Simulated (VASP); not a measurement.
Write the native input for VASP 6.6.1 that does the following.

```
Task                   : single point
Functional             : PBE
Potentials or basis    : VASP PAW PBE potentials, release 64 (Be, H)
Cutoff                 : 520 eV
k mesh                 : 4 × 4 × 3
Occupations            : gaussian, width 0.1 eV
Spin                   : no spin polarisation
Dipole correction      : no
Further INCAR settings : LREAL = Auto; ALGO = Normal; EDIFF = 1e-06; NBANDS = 30
```

The structure of Be16H (a cell with a defect) lies in POSCAR:

```
Be16H
1.0
   -2.2900000000     -3.9663960000      0.0000000000
    3.4350000000     -1.9831980000      0.0000000000
    0.0000000000      0.0000000000      7.1768600000
Be H
16 1
Direct
    0.7500621766      0.5077457989     -0.0041469148
    0.4906159371      0.3382017580      0.2537357261
    0.7499005776      0.4951996624      0.5028938569
    0.4979891337      0.3344484524      0.7500565319
    0.4907849651     -0.0044499813     -0.0038965851
    0.2496025520      0.8284789339      0.2512998781
    0.4980178699     -0.0011448414      0.4995866604
    0.2498843089      0.8297597519      0.7472959168
    0.2495916124      0.5053209908     -0.0013353392
    0.0095422611      0.3378545176      0.2537077262
    0.2499012494      0.5041437461      0.5026937445
    0.0017441042      0.3345911368      0.7500804402
    0.0093196492     -0.0040095194     -0.0038254325
    0.7500647749      0.8242730432      0.2540019543
    0.0017029525     -0.0012878302      0.4995837221
    0.7499064620      0.8376145402      0.7467995664
    0.7465080635      0.1649281401      0.1234315176
```

The input as run:

INCAR

```
PREC = Accurate ; ENCUT = 520
EDIFF = 1E-6 ; ISMEAR = 0
SIGMA = 0.1 ; LREAL = Auto
LASPH = T ; NELM = 60
ALGO = Normal ; ISIF = 2
LWAVE = F ; LCHARG = F
GGA = PE ; NBANDS = 30
```

KPOINTS

```
Automatic mesh
0
Gamma
  4 4 3
```

Potentials or basis: VASP PAW PBE potentials, release 64 (Be, H).

Launch:

```console
$ cat potpaw_PBE.64/Be/POTCAR potpaw_PBE.64/H/POTCAR > POTCAR
$ mpirun -np 1 vasp_std > vasp.out
```

Results of the run:

| Item | Value |
| --- | --- |
| Pressure | -0.1 GPa |
| Largest force | 0.035 eV/Å |
| Band gap on the k mesh | zero (an odd number of electrons rules out a gap without spin polarisation) |

Caveat: the k points lie up to 0.40 Å⁻¹ apart, too coarse for converged energies and pressures of a metal.

Run time: 5.9 min on 1 thread of Intel Xeon 8259CL (shared host), peak memory 0.26 GiB.
